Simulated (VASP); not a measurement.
# NiS (P6_3/mmc) in VASP: notebook

NiS is run at these levels: LDA; tasks: single point.

Program: VASP 6.6.1. These are calculated values, not measurements. Logs are shortened: lines on timing, memory, paths and dates and some standing lists are left out, and cuts for length are marked.

### 1 The cell of the first run

It takes space group P6_3/mmc (No. 194, hexagonal). The conventional cell has a = 3.425 Å, b = 3.425 Å, c = 5.340 Å, α = 90.00°, β = 90.00°, γ = 120.00°. Within 3.2 Å of Ni (site symmetry -3m) lie 6 S at 2.39 Å and 2 Ni at 2.67 Å. S (site symmetry -6m2) has 6 Ni at 2.39 Å within 3.2 Å.

### 2 Single point, LDA, collinear spin, ferromagnetic start

Contents of INCAR:

```
PREC = Accurate
ENCUT = 520
EDIFF = 1E-7
ISMEAR = -1
SIGMA = 0.05
LREAL = False
LASPH = True
NELM = 150
ALGO = Normal
ISIF = 2
LWAVE = False
LCHARG = True
ISPIN = 2
MAGMOM = 0.05 0.05 0 0
LORBIT = 11
NUPDOWN = 0.1
LMAXMIX = 4
LELF = True
LVHAR = True
NBANDS = 28
```

Contents of KPOINTS:

```
Automatic mesh
0
Gamma
  11 11 7
```

Contents of POSCAR:

```
NiS
1.0
    3.4250000000      0.0000000000      0.0000000000
   -1.7125000000      2.9661370080      0.0000000000
    0.0000000000      0.0000000000      5.3400000000
Ni S
2 2
Direct
    0.0000000000      0.0000000000      0.0000000000
    0.0000000000      0.0000000000      0.5000000000
    0.3333333333      0.6666666667      0.2500000000
    0.6666666667      0.3333333333      0.7500000000
```

Potentials or basis: VASP PAW LDA potentials, release 64 (Ni, S).

On the command line:

```
$ cat potpaw_LDA.64/Ni/POTCAR potpaw_LDA.64/S/POTCAR > POTCAR
$ mpirun -np 1 vasp_std > vasp.out
```

OUTCAR:

```text
PREC = Accurate
   ENCUT = 520
   EDIFF = 1E-7
   ISMEAR = -1
   LREAL = False
   LASPH = True
   NELM = 150
   ISIF = 2
   ISPIN = 2
   LORBIT = 11
   NUPDOWN = 0.1

 ion  position               nearest neighbor table
   1  0.000  0.000  0.000-   3 2.39   4 2.39   4 2.39   3 2.39   4 2.39   3 2.39   2 2.67   2 2.67

   2  0.000  0.000  0.500-   3 2.39   4 2.39   4 2.39   3 2.39   4 2.39   3 2.39   1 2.67   1 2.67

   3  0.333  0.667  0.250-   1 2.39   2 2.39   1 2.39   2 2.39   1 2.39   2 2.39
   4  0.667  0.333  0.750-   1 2.39   2 2.39   1 2.39   2 2.39   1 2.39   2 2.39

  LATTYP: Found a hexagonal cell.
 ALAT       =     3.4250000000
 C/A-ratio  =     1.5591240876

  Lattice vectors:

 A1 = (   3.4250000000,   0.0000000000,   0.0000000000)
 A2 = (  -1.7125000000,   2.9661370080,   0.0000000000)
 A3 = (   0.0000000000,   0.0000000000,   5.3400000000)

Analysis of symmetry for initial positions (statically):
=====================================================================
 Subroutine PRICEL returns:
 Original cell was already a primitive cell.

 Routine SETGRP: Setting up the symmetry group for a
 hexagonal supercell.

 Subroutine GETGRP returns: Found 24 space group operations
 (whereof 12 operations were pure point group operations)
 out of a pool of 24 trial point group operations.

The static configuration has the point symmetry D_3d.
 The point group associated with its full space group is D_6h.

Analysis of symmetry for dynamics (positions and initial velocities):
=====================================================================
 Subroutine PRICEL returns:
 Original cell was already a primitive cell.

 Routine SETGRP: Setting up the symmetry group for a
 hexagonal supercell.

 Subroutine GETGRP returns: Found 24 space group operations
 (whereof 12 operations were pure point group operations)
 out of a pool of 24 trial point group operations.

The dynamic configuration has the point symmetry D_3d.
 The point group associated with its full space group is D_6h.

Analysis of structural, dynamic, and magnetic symmetry:
=====================================================================
 Subroutine PRICEL returns:
 Original cell was already a primitive cell.

 Routine SETGRP: Setting up the symmetry group for a
 hexagonal supercell.

 Subroutine GETGRP returns: Found 24 space group operations
 (whereof 12 operations were pure point group operations)
 out of a pool of 24 trial point group operations.

The overall configuration has the point symmetry D_3d.
 The point group associated with its full space group is D_6h.

 Subroutine INISYM returns: Found 24 space group operations
 (whereof 12 operations are pure point group operations),
 and found     1 'primitive' translations

----------------------------------------------------------------------------------------

                                     Primitive cell

  volume of cell :      54.2492

  direct lattice vectors                    reciprocal lattice vectors
     3.425000000  0.000000000  0.000000000     0.291970803  0.168569422  0.000000000
    -1.712500000  2.966137008  0.000000000     0.000000000  0.337138843  0.000000000
     0.000000000  0.000000000  5.340000000     0.000000000  0.000000000  0.187265918

  length of vectors
     3.425000000  3.425000000  5.340000000     0.337138843  0.337138843  0.187265918

  position of ions in fractional coordinates (direct lattice)
     0.000000000  0.000000000  0.000000000
     0.000000000  0.000000000  0.500000000
     0.333333333  0.666666667  0.250000000
     0.666666667  0.333333333  0.750000000

  ion indices of the primitive-cell ions
   primitive index   ion index
                 1           1
                 2           2
                 3           3
                 4           4

----------------------------------------------------------------------------------------

 KPOINTS: Automatic mesh

Automatic generation of k-mesh.
 Grid dimensions read from file:
 generate k-points for:   11   11    7

 Generating k-lattice:

  Cartesian coordinates                     Fractional coordinates (reciprocal lattice)
     0.026542800  0.015324493  0.000000000     0.090909091  0.000000000  0.000000000
     0.000000000  0.030648986  0.000000000     0.000000000  0.090909091  0.000000000
     0.000000000  0.000000000  0.026752274     0.000000000  0.000000000  0.142857143

  Length of vectors
     0.030648986  0.030648986  0.026752274

  Shift w.r.t. Gamma in fractional coordinates (k-lattice)
     0.000000000  0.000000000  0.000000000

 Subroutine IBZKPT returns following result:
 ===========================================

 Found     64 irreducible k-points:

 Following reciprocal coordinates:
            Coordinates               Weight
  0.000000  0.000000  0.000000      1.000000
  0.090909 -0.000000  0.000000      6.000000
  0.181818  0.000000  0.000000      6.000000
  0.272727  0.000000  0.000000      6.000000
  0.363636  0.000000  0.000000      6.000000
  0.454545  0.000000  0.000000      6.000000
[... 16 lines left out ...]
  0.090909  0.090909  0.142857     12.000000
  0.181818  0.090909  0.142857     24.000000
 [... further k-points ...]
   k-points           NKPTS =     64   k-points in BZ     NKDIM =     64   number of bands    NBANDS=     28
   number of dos      NEDOS =    301   number of ions     NIONS =      4
   total plane-waves  NPLWV =  31360
   dimension x,y,z NGX =    28 NGY =   28 NGZ =   40
   dimension x,y,z NGXF=    56 NGYF=   56 NGZF=   80
   ions per type =               2   2
   NGX,Y,Z   is equivalent  to a cutoff of  13.59, 13.59, 12.45 a.u.
   NGXF,Y,Z  is equivalent  to a cutoff of  27.18, 27.18, 24.91 a.u.
 SYSTEM =  unknown system
   PREC   = accura    normal or accurate (medium, high low for compatibility)
   ISTART =      0    job   : 0-new  1-cont  2-samecut
   ICHARG =      2    charge: 1-file 2-atom 10-const
   ISPIN  =      2    spin polarized calculation?
   LNONCOLLINEAR =      F non collinear calculations
   LSORBIT =      F    spin-orbit coupling
   LASPH  =      T    aspherical Exc in radial PAW
   ENCUT  =  520.0 eV  38.22 Ry    6.18 a.u.   6.37  6.37  9.93*2*pi/ulx,y,z
   NELM   =    150;   NELMIN=  2; NELMDL= -5     # of ELM steps
   EDIFF  = 0.1E-06   stopping-criterion for ELM
   LREAL  =      F    real-space projection
   EDIFFG = 0.1E-05   stopping-criterion for IOM
   NSW    =      0    number of steps for IOM
   IBRION =     -1    ionic relax: 0-MD 1-quasi-New 2-CG
   NFREE  =      0    steps in history (QN), initial steepest desc. (CG)
   ISIF   =      2    stress and relaxation
   ISYM   =      2    0-nonsym 1-usesym 2-fastsym
   POTIM  = 0.5000    time-step for ionic-motion
   TEBEG  =    0.0;   TEEND  =   0.0 temperature during run
   PSTRESS=    0.0 pullay stress
   NELECT =      32.0000    total number of electrons
   NUPDOWN=       0.1000    fix difference up-down
   EMIN   =  10.00;   EMAX   =-10.00  energy-range for DOS
   EFERMI =   0.00;   METHOD = LEGACY
   ISMEAR =    -1;   SIGMA  =   0.05  broadening in eV -4-tet -1-fermi 0-gaus
   EFERMI_NEDOS =   21; number of points for ismear=-14 and -15
   IALGO  =     38    algorithm
   IMIX   =      4    mixing-type and parameters
     AMIX     =   0.40;   BMIX     =  1.00
     AMIX_MAG =   1.60;   BMIX_MAG =  1.00
  volume/ion in A,a.u.               =      13.56        91.52
  Fermi-wavevector in a.u.,A,eV,Ry     =   1.372968  2.594534 25.647549  1.885042
  Thomas-Fermi vector in A             =   2.498527
   LORBIT       =     11    0 simple, 1 ext, 2 COOP (PROOUT), +10 PAW based schemes
   GGA     = CA    functional components
   LHFCALC =     F    Hartree Fock is set to
   AEXX    =    0.0000 exact exchange contribution
   IVDW    =     0    specifies the selected vdW correction
   LEPSILON=     F    determine dielectric tensor
   LRPA    =     F    only Hartree local field effects (RPA)
 spin polarized calculation
  energy-cutoff  :      520.00
  volume of cell :       54.25
 maximum number of plane-waves:      1478
 NGX is ok and might be reduce to    28
   NGX = 13   NGY = 13   NGZ = 19

 number of electron      31.9999985 magnetization       0.1000000

 Free energy of the ion-electron system (eV)
  ---------------------------------------------------
  ext. energy  EPLUGINS =         0.00000000
  ---------------------------------------------------
  free energy    TOTEN  =       -23.98099234 eV

  energy without entropy =      -23.95848990  energy(sigma->0) =      -23.96974112

 E-fermi :   8.2986     XC(G=0): -12.0423

 val. band max:        8.3298111552   @ k =   0.1818   0.1818   0.2857
 cond. band min:       8.3195096666   @ k =   0.1818   0.1818   0.1429
 fundamental gap:     -0.0103014886
 Fermi energy:         8.3406626412

 spin component 1

 k-point     1 :       0.0000    0.0000    0.0000
  band No.  band energies     occupation
      1      -7.3045      1.00000
      2      -5.0227      1.00000
      3       0.6350      1.00000
      4       3.6099      1.00000
      5       3.6099      1.00000
      6       5.2044      1.00000
[... 20 lines left out ...]
     27      19.1810      0.00000
     28      19.9204      0.00000

 k-point     2 :       0.0909   -0.0000    0.0000
  band No.  band energies     occupation
      1      -7.2034      1.00000
      2      -4.9901      1.00000
      3       0.7585      1.00000
      4       3.5230      1.00000
      5       3.6205      1.00000
      6       5.0522      1.00000
[... 20 lines left out ...]
     27      19.3682      0.00000
     28      19.8060      0.00000

 k-point     3 :       0.1818    0.0000    0.0000
  band No.  band energies     occupation
      1      -6.9094      1.00000
      2      -4.9057      1.00000
      3       1.1203      1.00000
      4       3.2525      1.00000
      5       3.6460      1.00000
      6       4.1376      1.00000
[... 616 lines left out ...]
      3       1.2336      1.00000
      4       3.4530      1.00000
      5       3.6752      1.00000
      6       4.3681      1.00000
[... 20 lines left out ...]
     27      19.8789      0.00000
     28      19.9905      0.00000

 k-point    24 :       0.1818    0.0909    0.1429
  band No.  band energies     occupation
      1      -6.5630      1.00000
      2      -4.9626      1.00000
      3       1.5778      1.00000
      4       3.1326      1.00000
      5       3.3802      1.00000
      6       3.6747      1.00000
[... 20 lines left out ...]
     27      19.7737      0.00000
     28      20.6148      0.00000

 [... further k-points ...]

 spin component 2

 k-point     1 :       0.0000    0.0000    0.0000
  band No.  band energies     occupation
      1      -7.2930      1.00000
      2      -5.0097      1.00000
      3       0.6448      1.00000
      4       3.6336      1.00000
      5       3.6336      1.00000
      6       5.2259      1.00000
[... 20 lines left out ...]
     27      19.1961      0.00000
     28      19.9350      0.00000

 k-point     2 :       0.0909   -0.0000    0.0000
  band No.  band energies     occupation
      1      -7.1918      1.00000
      2      -4.9770      1.00000
      3       0.7684      1.00000
      4       3.5452      1.00000
      5       3.6443      1.00000
      6       5.0721      1.00000
[... 20 lines left out ...]
     27      19.3830      0.00000
     28      19.8190      0.00000

 k-point     3 :       0.1818    0.0000    0.0000
  band No.  band energies     occupation
      1      -6.8977      1.00000
      2      -4.8924      1.00000
      3       1.1303      1.00000
      4       3.2700      1.00000
      5       3.6698      1.00000
      6       4.1547      1.00000
[... 616 lines left out ...]
      3       1.2440      1.00000
      4       3.4723      1.00000
      5       3.6989      1.00000
      6       4.3853      1.00000
[... 20 lines left out ...]
     27      19.8923      0.00000
     28      20.0035      0.00000

 k-point    24 :       0.1818    0.0909    0.1429
  band No.  band energies     occupation
      1      -6.5511      1.00000
      2      -4.9493      1.00000
      3       1.5885      1.00000
      4       3.1462      1.00000
      5       3.3977      1.00000
      6       3.6960      1.00000
[... 20 lines left out ...]
     27      19.7858      0.00000
     28      20.6273      0.00000

 [... further k-points ...]

------------------------ aborting loop because EDIFF is reached ----------------------------------------

  FORCE on cell =-STRESS in cart. coord.  units (eV):
  Direction    XX          YY          ZZ          XY          YZ          ZX
  --------------------------------------------------------------------------------------
  -------------------------------------------------------------------------------------
  Total       -3.6267617     -3.6267617     -5.4032087      0.0000000      0.0000000      0.0000000
  in kB     -107.1116132   -107.1116132   -159.5766269      0.0000000      0.0000000      0.0000000
  external PRESSURE =    -124.5999511 kB  Pullay stress =       0.0000000 kB

 VOLUME and BASIS-vectors are now :
 -----------------------------------------------------------------------------
  energy-cutoff  :      520.00
  volume of cell :       54.25
      direct lattice vectors                 reciprocal lattice vectors
     3.425000000  0.000000000  0.000000000     0.291970803  0.168569422  0.000000000
    -1.712500000  2.966137008  0.000000000     0.000000000  0.337138843  0.000000000
     0.000000000  0.000000000  5.340000000     0.000000000  0.000000000  0.187265918

 POSITION                                       TOTAL-FORCE (eV/Angst)
 -----------------------------------------------------------------------------------
      0.00000      0.00000      0.00000        -0.000000      0.000000      0.000000
      0.00000      0.00000      2.67000        -0.000000      0.000000      0.000000
     -0.00000      1.97742      1.33500         0.000000     -0.000000     -0.000000
      1.71250      0.98871      4.00500        -0.000000     -0.000000      0.000000
 -----------------------------------------------------------------------------------
    total drift:                               -0.000000      0.000000     -0.000000

  FREE ENERGIE OF THE ION-ELECTRON SYSTEM (eV)
  ---------------------------------------------------
  free  energy   TOTEN  =       -23.9809923370 eV

  energy  without entropy=      -23.9584898951  energy(sigma->0) =      -23.96974112

 total charge

# of ion       s       p       d       tot
------------------------------------------
    1        0.388   0.450   8.430   9.269
    2        0.388   0.450   8.430   9.269
    3        1.354   2.265   0.000   3.619
    4        1.354   2.265   0.000   3.619
--------------------------------------------------
tot          3.484   5.430  16.861  25.775

 magnetization (x)

# of ion       s       p       d       tot
------------------------------------------
    1        0.000   0.001   0.033   0.035
    2        0.000   0.001   0.033   0.035
    3        0.001   0.009   0.000   0.010
    4        0.001   0.009   0.000   0.010
--------------------------------------------------
tot          0.004   0.020   0.067   0.090
```

Wall time 4.6 min (1 thread of Oxide Virtual Turin-like, shared host); peak memory 0.22 GiB.

Results:

```yaml
Free_energy: -23.9810 eV
Pressure: -12.5 GPa
Net_moment: 0.10 μB per cell
Site_moments: Ni +0.04; S +0.01 μB
Valence_electrons_inside_the_program's_atomic_spheres: Ni 9.27; S 3.62
```

Caveat: the total moment is fixed, so each spin has its own Fermi level.

### 3 Single point, LDA, collinear spin, ferromagnetic start

Contents of INCAR:

```
PREC = Accurate
ENCUT = 520
EDIFF = 1E-7
ISMEAR = -1
SIGMA = 0.05
LREAL = F
LASPH = T
NELM = 150
ALGO = Normal
ISIF = 2
LWAVE = F
LCHARG = F
ISPIN = 2
MAGMOM = 0.05 0.05 0 0
LORBIT = 11
NUPDOWN = 0.1
LMAXMIX = 4
GGA = CA
NBANDS = 28
```

KPOINTS is that of step 2.

POSCAR is that of step 2.

Potentials or basis: VASP PAW LDA potentials, release 64 (Ni, S).

On the command line:

```
$ cat potpaw_LDA.64/Ni/POTCAR potpaw_LDA.64/S/POTCAR > POTCAR
$ mpirun -np 1 vasp_std > vasp.out
```

Run time: 4.1 min. Hardware: 1 thread of Oxide Virtual Turin-like, shared host; peak memory 0.22 GiB.

Results (log left out):

* Free energy: -23.9810 eV
* Pressure: -12.5 GPa
* Net moment: 0.10 μB per cell
* Site moments: Ni +0.04; S +0.01 μB
* Valence electrons inside the program's atomic spheres: Ni 9.27; S 3.62

Stress tensor (GPa, compression positive):
```
-10.71   0.00   0.00
  0.00 -10.71   0.00
  0.00   0.00 -15.96
```

Caveat: the total moment is fixed, so each spin has its own Fermi level.

### 4 Single point, LDA, collinear spin, ferromagnetic start

Contents of INCAR:

```
  PREC = Accurate
  ENCUT = 520
  EDIFF = 1E-6
  ISMEAR = -1
  SIGMA = 0.05
  LREAL = False
  LASPH = True
  NELM = 150
  ALGO = Normal
  ISIF = 2
  LWAVE = False
  LCHARG = False
  ISPIN = 2
  MAGMOM = 0.15 0.15 0 0
  LORBIT = 11
  NUPDOWN = 0.3
  LMAXMIX = 4
  GGA = CA
  NBANDS = 28
```

Contents of KPOINTS:

```
regular mesh
0
Gamma
  11 11 7
```

POSCAR is that of step 3.

On the command line:

```
$ cat potpaw_LDA.64/Ni/POTCAR potpaw_LDA.64/S/POTCAR > POTCAR
$ mpirun -np 1 vasp_std > vasp.out
```

It took 3.4 min on 1 thread of Oxide Virtual Turin-like, shared host; peak memory 0.22 GiB.

Results (log left out):

| Item | Value |
| --- | --- |
| Free energy | -23.9723 eV |
| Pressure | -12.3 GPa |
| Net moment | 0.30 μB per cell |
| Site moments | Ni +0.10; S +0.03 μB |
| Valence electrons inside the program's atomic spheres | Ni 9.27; S 3.62 |

Stress tensor (GPa, compression positive):
```
-10.54   0.00   0.00
  0.00 -10.54   0.00
  0.00   0.00 -15.87
```

Caveat: the total moment is fixed, so each spin has its own Fermi level.
